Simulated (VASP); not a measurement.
# Si2Ni (Fm-3m) in VASP: a series of runs

The runs below take Si2Ni through single point, with PBE.

Everything below comes from runs of VASP 6.6.1. Logs are shortened: lines on timing, memory, paths and dates and some standing lists are left out, and cuts for length are marked.

**1. The cell of the first run**

Symmetry: Fm-3m, No. 225, cubic system. Conventional cell: a = 5.220 Å, b = 5.220 Å, c = 5.220 Å, α = 90.00°, β = 90.00°, γ = 90.00°. Within 3.0 Å of Si (site symmetry -43m) lie 4 Ni at 2.26 Å and 6 Si at 2.61 Å. Ni (site symmetry m-3m) has 8 Si at 2.26 Å within 3.0 Å.

**2. Single point, PBE (volume scaled by 0.88)**

INCAR

```
ALGO = Normal ; EDIFF = 1E-6
ENCUT = 520 ; GGA = PE
ISIF = 2 ; ISMEAR = 0
LASPH = True ; LCHARG = True
LELF = True ; LREAL = False
LVHAR = True ; LWAVE = False
NBANDS = 16 ; NELM = 60
PREC = Accurate ; SIGMA = 0.1
```

KPOINTS

```
k-points
0
Gamma
  14 14 14
```

POSCAR

```
Si2Ni
1.0
    0.0000000000      2.6098213317      2.6098213317
    2.6098213317      0.0000000000      2.6098213317
    2.6098213317      2.6098213317      0.0000000000
Si Ni
2 1
Direct
    0.2500000000      0.2500000000      0.2500000000
    0.7500000000      0.7500000000      0.7500000000
    0.0000000000      0.0000000000      0.0000000000
```

Potentials or basis: VASP PAW PBE potentials, release 64 (Si, Ni).

Launch:

```console
cat potpaw_PBE.64/Si/POTCAR potpaw_PBE.64/Ni/POTCAR > POTCAR
mpirun -np 1 vasp_std > vasp.out
```

OUTCAR:

```text
EDIFF = 1E-6
   ENCUT = 520
   GGA = PE
   ISIF = 2
   ISMEAR = 0
   LASPH = True
   LREAL = False
   NELM = 60
   PREC = Accurate

 ion  position               nearest neighbor table
   1  0.250  0.250  0.250-   3 2.26   3 2.26   3 2.26   3 2.26   2 2.61   2 2.61   2 2.61   2 2.61
                             2 2.61   2 2.61
   2  0.750  0.750  0.750-   3 2.26   3 2.26   3 2.26   3 2.26   1 2.61   1 2.61   1 2.61   1 2.61
                             1 2.61   1 2.61
   3  0.000  0.000  0.000-   2 2.26   2 2.26   2 2.26   1 2.26   2 2.26   1 2.26   1 2.26   1 2.26

  LATTYP: Found a face centered cubic cell.
 ALAT       =     5.2196426634

  Lattice vectors:

 A1 = (   0.0000000000,   2.6098213317,   2.6098213317)
 A2 = (   2.6098213317,   0.0000000000,   2.6098213317)
 A3 = (   2.6098213317,   2.6098213317,   0.0000000000)

Analysis of symmetry for initial positions (statically):
=====================================================================
 Subroutine PRICEL returns:
 Original cell was already a primitive cell.

 Routine SETGRP: Setting up the symmetry group for a
 face centered cubic supercell.

 Subroutine GETGRP returns: Found 48 space group operations
 (whereof 48 operations were pure point group operations)
 out of a pool of 48 trial point group operations.

The static configuration has the point symmetry O_h .

Analysis of symmetry for dynamics (positions and initial velocities):
=====================================================================
 Subroutine PRICEL returns:
 Original cell was already a primitive cell.

 Routine SETGRP: Setting up the symmetry group for a
 face centered cubic supercell.

 Subroutine GETGRP returns: Found 48 space group operations
 (whereof 48 operations were pure point group operations)
 out of a pool of 48 trial point group operations.

The dynamic configuration has the point symmetry O_h .

 Subroutine INISYM returns: Found 48 space group operations
 (whereof 48 operations are pure point group operations),
 and found     1 'primitive' translations

----------------------------------------------------------------------------------------

                                     Primitive cell

  volume of cell :      35.5519

  direct lattice vectors                    reciprocal lattice vectors
     0.000000000  2.609821332  2.609821332    -0.191583996  0.191583996  0.191583996
     2.609821332  0.000000000  2.609821332     0.191583996 -0.191583996  0.191583996
     2.609821332  2.609821332  0.000000000     0.191583996  0.191583996 -0.191583996

  length of vectors
     3.690844723  3.690844723  3.690844723     0.331833215  0.331833215  0.331833215

  position of ions in fractional coordinates (direct lattice)
     0.250000000  0.250000000  0.250000000
     0.750000000  0.750000000  0.750000000
     0.000000000  0.000000000  0.000000000

  ion indices of the primitive-cell ions
   primitive index   ion index
                 1           1
                 2           2
                 3           3

----------------------------------------------------------------------------------------

 KPOINTS: k-points

Automatic generation of k-mesh.
 Grid dimensions read from file:
 generate k-points for:   14   14   14

 Generating k-lattice:

  Cartesian coordinates                     Fractional coordinates (reciprocal lattice)
    -0.013684571  0.013684571  0.013684571     0.071428571  0.000000000  0.000000000
     0.013684571 -0.013684571  0.013684571     0.000000000  0.071428571  0.000000000
     0.013684571  0.013684571 -0.013684571     0.000000000  0.000000000  0.071428571

  Length of vectors
     0.023702373  0.023702373  0.023702373

  Shift w.r.t. Gamma in fractional coordinates (k-lattice)
     0.000000000  0.000000000  0.000000000

 Subroutine IBZKPT returns following result:
 ===========================================

 Found    104 irreducible k-points:

 Following reciprocal coordinates:
            Coordinates               Weight
  0.000000  0.000000  0.000000      1.000000
  0.071429  0.000000  0.000000      8.000000
  0.142857  0.000000  0.000000      8.000000
  0.214286  0.000000  0.000000      8.000000
  0.285714  0.000000  0.000000      8.000000
  0.357143  0.000000  0.000000      8.000000
[... 16 lines left out ...]
  0.214286  0.142857  0.000000     24.000000
  0.285714  0.142857  0.000000     24.000000
 [... further k-points ...]
   k-points           NKPTS =    104   k-points in BZ     NKDIM =    104   number of bands    NBANDS=     16
   number of dos      NEDOS =    301   number of ions     NIONS =      3
   total plane-waves  NPLWV =  21952
   dimension x,y,z NGX =    28 NGY =   28 NGZ =   28
   dimension x,y,z NGXF=    56 NGYF=   56 NGZF=   56
   ions per type =               2   1
   NGX,Y,Z   is equivalent  to a cutoff of  12.61, 12.61, 12.61 a.u.
   NGXF,Y,Z  is equivalent  to a cutoff of  25.22, 25.22, 25.22 a.u.
 SYSTEM =  unknown system
   PREC   = accura    normal or accurate (medium, high low for compatibility)
   ISTART =      0    job   : 0-new  1-cont  2-samecut
   ICHARG =      2    charge: 1-file 2-atom 10-const
   ISPIN  =      1    spin polarized calculation?
   LNONCOLLINEAR =      F non collinear calculations
   LSORBIT =      F    spin-orbit coupling
   LASPH  =      T    aspherical Exc in radial PAW
   ENCUT  =  520.0 eV  38.22 Ry    6.18 a.u.   6.86  6.86  6.86*2*pi/ulx,y,z
   NELM   =     60;   NELMIN=  2; NELMDL= -5     # of ELM steps
   EDIFF  = 0.1E-05   stopping-criterion for ELM
   LREAL  =      F    real-space projection
   EDIFFG = 0.1E-04   stopping-criterion for IOM
   NSW    =      0    number of steps for IOM
   IBRION =     -1    ionic relax: 0-MD 1-quasi-New 2-CG
   NFREE  =      0    steps in history (QN), initial steepest desc. (CG)
   ISIF   =      2    stress and relaxation
   ISYM   =      2    0-nonsym 1-usesym 2-fastsym
   POTIM  = 0.5000    time-step for ionic-motion
   TEBEG  =    0.0;   TEEND  =   0.0 temperature during run
   PSTRESS=    0.0 pullay stress
   NELECT =      18.0000    total number of electrons
   NUPDOWN=      -1.0000    fix difference up-down
   EMIN   =  10.00;   EMAX   =-10.00  energy-range for DOS
   EFERMI =   0.00;   METHOD = LEGACY
   ISMEAR =     0;   SIGMA  =   0.10  broadening in eV -4-tet -1-fermi 0-gaus
   EFERMI_NEDOS =   21; number of points for ismear=-14 and -15
   IALGO  =     38    algorithm
   IMIX   =      4    mixing-type and parameters
     AMIX     =   0.40;   BMIX     =  1.00
     AMIX_MAG =   1.60;   BMIX_MAG =  1.00
  volume/ion in A,a.u.               =      11.85        79.97
  Fermi-wavevector in a.u.,A,eV,Ry     =   1.304803  2.465720 23.164061  1.702510
  Thomas-Fermi vector in A             =   2.435714
   LORBIT       =      0    0 simple, 1 ext, 2 COOP (PROOUT), +10 PAW based schemes
   GGA     = PE    functional components
   LHFCALC =     F    Hartree Fock is set to
   AEXX    =    0.0000 exact exchange contribution
   IVDW    =     0    specifies the selected vdW correction
   LEPSILON=     F    determine dielectric tensor
   LRPA    =     F    only Hartree local field effects (RPA)
 non-spin polarized calculation
 Gauss-broadening in eV      SIGMA  =   0.10
  energy-cutoff  :      520.00
  volume of cell :       35.55
 maximum number of plane-waves:       982
   NGX = 13   NGY = 13   NGZ = 13

 number of electron      18.0000006 magnetization

 Free energy of the ion-electron system (eV)
  ---------------------------------------------------
  ext. energy  EPLUGINS =         0.00000000
  ---------------------------------------------------
  free energy    TOTEN  =       -17.04357247 eV

  energy without entropy =      -17.03927035  energy(sigma->0) =      -17.04142141

 E-fermi :  12.2078     XC(G=0): -12.0779

 val. band max:       12.1842737108   @ k =   0.0714   0.0000   0.0000
 cond. band min:      12.2110144115   @ k =   0.2857   0.1429   0.0714
 fundamental gap:      0.0267407007
 Fermi energy:        12.2077702314

 k-point     1 :       0.0000    0.0000    0.0000
  band No.  band energies     occupation
      1      -2.8099      2.00000
      2       6.1518      2.00000
      3       6.1518      2.00000
      4       6.1518      2.00000
      5       7.9487      2.00000
      6       7.9487      2.00000
[... 8 lines left out ...]
     15      17.0670      0.00000
     16      17.0670      0.00000

 k-point     2 :       0.0714    0.0000    0.0000
  band No.  band energies     occupation
      1      -2.7279      2.00000
      2       6.0165      2.00000
      3       6.1783      2.00000
      4       6.1783      2.00000
      5       7.9322      2.00000
      6       7.9322      2.00000
[... 8 lines left out ...]
     15      16.6339      0.00000
     16      16.9108      0.00000

 k-point     3 :       0.1429    0.0000    0.0000
  band No.  band energies     occupation
      1      -2.4831      2.00000
      2       5.6189      2.00000
      3       6.2522      2.00000
      4       6.2522      2.00000
      5       7.8939      2.00000
      6       7.8939      2.00000
[... 8 lines left out ...]
     15      16.5221      0.00000
     16      16.8756      0.00000

 k-point     4 :       0.2143    0.0000    0.0000
  band No.  band energies     occupation
      1      -2.0787      2.00000
      2       4.9756      2.00000
      3       6.3557      2.00000
      4       6.3557      2.00000
      5       7.8644      2.00000
      6       7.8644      2.00000
[... 8 lines left out ...]
     15      17.0426      0.00000
     16      18.0985      0.00000
[... 324 lines left out ...]
 k-point    22 :       0.1429    0.1429    0.0000
  band No.  band energies     occupation
      1      -2.3741      2.00000
      2       5.6884      2.00000
      3       6.2061      2.00000
      4       6.2061      2.00000
      5       7.6538      2.00000
      6       8.0374      2.00000
[... 8 lines left out ...]
     15      17.6129      0.00000
     16      17.6129      0.00000

 k-point    23 :       0.2143    0.1429    0.0000
  band No.  band energies     occupation
      1      -2.0772      2.00000
      2       5.3408      2.00000
      3       6.2576      2.00000
      4       6.2826      2.00000
      5       7.4959      2.00000
      6       8.0720      2.00000
[... 8 lines left out ...]
     15      18.2841      0.00000
     16      18.4565      0.00000

 k-point    24 :       0.2857    0.1429    0.0000
  band No.  band energies     occupation
      1      -1.6236      2.00000
      2       4.7386      2.00000
      3       6.3416      2.00000
      4       6.3783      2.00000
      5       7.3765      2.00000
      6       8.1088      2.00000
[... 8 lines left out ...]
     15      19.3457      0.00000
     16      19.7599      0.00000

 [... further k-points ...]
[... 5 lines left out ...]
  --------------------------------------------------------------------------------------
  -------------------------------------------------------------------------------------
  Total        5.4214738      5.4214738      5.4214738     -0.0000000     -0.0000000      0.0000000
  in kB      244.3237141    244.3237141    244.3237141     -0.0000000     -0.0000000      0.0000000
  external PRESSURE =     244.3237141 kB  Pullay stress =       0.0000000 kB

 VOLUME and BASIS-vectors are now :
 -----------------------------------------------------------------------------
  energy-cutoff  :      520.00
  volume of cell :       35.55
      direct lattice vectors                 reciprocal lattice vectors
     0.000000000  2.609821332  2.609821332    -0.191583996  0.191583996  0.191583996
     2.609821332  0.000000000  2.609821332     0.191583996 -0.191583996  0.191583996
     2.609821332  2.609821332  0.000000000     0.191583996  0.191583996 -0.191583996

 POSITION                                       TOTAL-FORCE (eV/Angst)
 -----------------------------------------------------------------------------------
      1.30491      1.30491      1.30491         0.000000     -0.000000      0.000000
      3.91473      3.91473      3.91473         0.000000      0.000000      0.000000
      0.00000      0.00000      0.00000        -0.000000      0.000000     -0.000000
 -----------------------------------------------------------------------------------
    total drift:                               -0.000000     -0.000000      0.000000

  FREE ENERGIE OF THE ION-ELECTRON SYSTEM (eV)
  ---------------------------------------------------
  free  energy   TOTEN  =       -17.0435724670 eV

  energy  without entropy=      -17.0392703499  energy(sigma->0) =      -17.04142141
```

Run time: 27 s. Hardware: 1 thread of Intel Xeon 6975P-C (Granite Rapids), shared host; peak memory 0.18 GiB.

What came out:

```
Free energy            : -17.0436 eV
Pressure               : 24.4 GPa
Band gap on the k mesh : zero (band 9 reaches 13.93 eV, above the bottom of band 10 at 11.82 eV)
```

**3. Single point, PBE (volume scaled by 0.91)**

INCAR

```
ALGO = Normal
EDIFF = 1E-7
ENCUT = 520
GGA = PE
ISIF = 2
ISMEAR = 0
LASPH = T
LCHARG = T
LELF = T
LREAL = F
LVHAR = T
LWAVE = F
NBANDS = 16
NELM = 100
PREC = Accurate
SIGMA = 0.1
```

KPOINTS is that of step 2.

POSCAR

```
Si2Ni
1.0
    0.0000000000      2.6391476215      2.6391476215
    2.6391476215      0.0000000000      2.6391476215
    2.6391476215      2.6391476215      0.0000000000
Si Ni
2 1
Direct
    0.2500000000      0.2500000000      0.2500000000
    0.7500000000      0.7500000000      0.7500000000
    0.0000000000      0.0000000000      0.0000000000
```

Potentials or basis: VASP PAW PBE potentials, release 64 (Si, Ni).

Launch:

```console
cat potpaw_PBE.64/Si/POTCAR potpaw_PBE.64/Ni/POTCAR > POTCAR
mpirun -np 1 vasp_std > vasp.out
```

Run time: 30 s. Hardware: 1 thread of Intel Xeon 6975P-C (Granite Rapids), shared host; peak memory 0.19 GiB.

It converged, with:

```
Free energy            : -17.1981 eV
Pressure               : 16.7 GPa
Band gap on the k mesh : zero (band 9 reaches 13.35 eV, above the bottom of band 10 at 11.23 eV)
```

Levels at points of the mesh, in eV from the Fermi level:
```csv
k point,band 7,band 8,band 9,band 10,band 11,band 12
"(0.00, 0.00, 0.00)",0.20,1.71,1.71,1.71,2.06,2.06
"(0.50, 0.00, 0.00)",-3.80,-1.72,-1.72,1.74,1.74,1.81
"(0.50, 0.50, 0.00)",-4.08,-3.90,-3.56,-0.41,1.17,7.60
```

 Spin polarisation is off, so any magnetic state and its effect on volume and gap are missing.

**4. Single point, PBE (volume scaled by 0.94)**

INCAR

```
ALGO = Normal ; EDIFF = 1E-6
ENCUT = 520 ; GGA = PE
ISIF = 2 ; ISMEAR = 0
LASPH = T ; LCHARG = F
LREAL = F ; LWAVE = F
NBANDS = 16 ; NELM = 80
PREC = Accurate ; SIGMA = 0.1
```

KPOINTS is that of step 3.

POSCAR

```
Si2Ni
1.0
    0.0000000000      2.6678362563      2.6678362563
    2.6678362563      0.0000000000      2.6678362563
    2.6678362563      2.6678362563      0.0000000000
Si Ni
2 1
Direct
    0.2500000000      0.2500000000      0.2500000000
    0.7500000000      0.7500000000      0.7500000000
    0.0000000000      0.0000000000      0.0000000000
```

Launch:

```console
cat potpaw_PBE.64/Si/POTCAR potpaw_PBE.64/Ni/POTCAR > POTCAR
mpirun -np 1 vasp_std > vasp.out
```

Wall time 28 s (1 thread of Intel Xeon 6975P-C (Granite Rapids), shared host); peak memory 0.19 GiB.

Results (log left out):

* Free energy: -17.2992 eV
* Pressure: 10.1 GPa
* Band gap on the k mesh: zero (band 9 reaches 12.80 eV, above the bottom of band 10 at 10.68 eV)

Levels at points of the mesh, in eV from the Fermi level:
| k point | band 5 | band 6 | band 7 | band 8 | band 9 | band 10 | band 11 | band 12 | band 13 | band 14 |
| --- | --- | --- | --- | --- | --- | --- | --- | --- | --- | --- |
| (0.00, 0.00, 0.00) | -3.80 | -3.80 | -0.05 | 1.69 | 1.69 | 1.69 | 2.15 | 2.15 | 2.15 | 4.75 |
| (0.50, 0.00, 0.00) | -3.97 | -3.60 | -3.60 | -1.61 | -1.61 | 1.75 | 1.75 | 1.79 | 2.78 | 9.24 |
| (0.50, 0.50, 0.00) | -4.79 | -3.87 | -3.87 | -3.70 | -3.36 | -0.43 | 1.26 | 7.64 | 8.56 | 8.56 |

 Spin polarisation is off, so any magnetic state and its effect on volume and gap are missing.

**5. Single point, PBE (volume scaled by 0.97)**

INCAR

```
SYSTEM = Si2Ni
PREC = Accurate
ENCUT = 520
EDIFF = 1E-6
ISMEAR = 0
SIGMA = 0.1
LREAL = .FALSE.
LASPH = .TRUE.
NELM = 60
ALGO = Normal
ISIF = 2
LWAVE = .FALSE.
LCHARG = .FALSE.
GGA = PE
NBANDS = 16
```

KPOINTS

```
Automatic mesh
0
G
  14 14 14
  0 0 0
```

POSCAR

```
Si2Ni
1.0
    0.0000000000      2.6959208071      2.6959208071
    2.6959208071      0.0000000000      2.6959208071
    2.6959208071      2.6959208071      0.0000000000
Si Ni
2 1
Direct
    0.2500000000      0.2500000000      0.2500000000
    0.7500000000      0.7500000000      0.7500000000
    0.0000000000      0.0000000000      0.0000000000
```

Launch:

```console
cat potpaw_PBE.64/Si/POTCAR potpaw_PBE.64/Ni/POTCAR > POTCAR
mpirun -np 1 vasp_std > vasp.out
```

Wall time 27 s (1 thread of Intel Xeon 6975P-C (Granite Rapids), shared host); peak memory 0.19 GiB.

The run converged. Its results:

```yaml
Free_energy: -17.3550 eV
Pressure: 4.6 GPa
Band_gap_on_the_k_mesh: zero (band 9 reaches 12.28 eV, above the bottom of band 10 at 10.16 eV)
```

Levels at points of the mesh, in eV from the Fermi level:
```tsv
k point	band 5	band 6	band 7	band 8	band 9	band 10	band 11	band 12	band 13	band 14
(0.00, 0.00, 0.00)	-3.59	-3.59	-0.28	1.67	1.67	1.67	2.22	2.22	2.22	4.70
(0.50, 0.00, 0.00)	-3.79	-3.41	-3.41	-1.51	-1.51	1.76	1.76	1.76	2.61	9.18
(0.50, 0.50, 0.00)	-4.61	-3.68	-3.68	-3.51	-3.18	-0.45	1.35	7.68	8.32	8.32
```

**6. Overview**

| cell | gap on the mesh (eV) | pressure (GPa) |
| --- | --- | --- |
| a = 3.691 Å, angles 60.0°, 3 atoms | none | 24.4 |
| a = 3.732 Å, angles 60.0°, 3 atoms | none | 16.7 |
| a = 3.773 Å, angles 60.0°, 3 atoms | none | 10.1 |
| a = 3.813 Å, angles 60.0°, 3 atoms | none | 4.6 |

Alike in all rows: task single point; level PBE; potentials or basis VASP PAW PBE potentials, release 64 (Si, Ni); no spin polarisation; k mesh 14 × 14 × 14; cutoff (eV) 520; smearing gaussian 0.1 eV.

Absolute energies hang on the potentials; compare differences alone.
